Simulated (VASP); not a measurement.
Here is a VASP 6.6.1 calculation.

Contents of INCAR:

```
PREC     = Accurate       # precision mode
ENCUT    = 500            # plane-wave cutoff, eV
EDIFF    = 1E-6           # SCF threshold, eV
ISMEAR   = 0              # smearing method
SIGMA    = 0.01           # smearing width, eV
LREAL    = False          # projectors in reciprocal space
LASPH    = True           # aspherical terms in the spheres
NELM     = 120            # most SCF steps
ALGO     = Normal         # electronic algorithm
ISIF     = 2              # what is computed and relaxed
LWAVE    = False          # write WAVECAR
LCHARG   = True           # write CHGCAR
GGA      = PE             # functional
LELF     = True           # ELF
LVHAR    = True         
NBANDS   = 16             # bands
GGA_COMPAT= False
```

Contents of KPOINTS:

```
regular mesh
0
Gamma
  4 4 4
```

File POSCAR:

```
ZnS
1.0
    0.0000000000      2.6303664805      2.6303664805
    2.6303664805      0.0000000000      2.6303664805
    2.6303664805      2.6303664805      0.0000000000
Zn S
1 1
Direct
    0.0000000000      0.0000000000      0.0000000000
    0.2500000000      0.2500000000      0.2500000000
```

Potentials or basis: VASP PAW PBE potentials, release 64 (Zn, S).

Command:

```sh
$ cat potpaw_PBE.64/Zn/POTCAR potpaw_PBE.64/S/POTCAR > POTCAR
$ mpirun -np 1 vasp_std > vasp.out
```

Task: What does it give for the band gap on the k mesh?

Result: 2.47 eV, direct.

Task: Estimate the pressure.

Result: 9.5 GPa.

Caveat: the k points lie up to 0.52 Å⁻¹ apart.
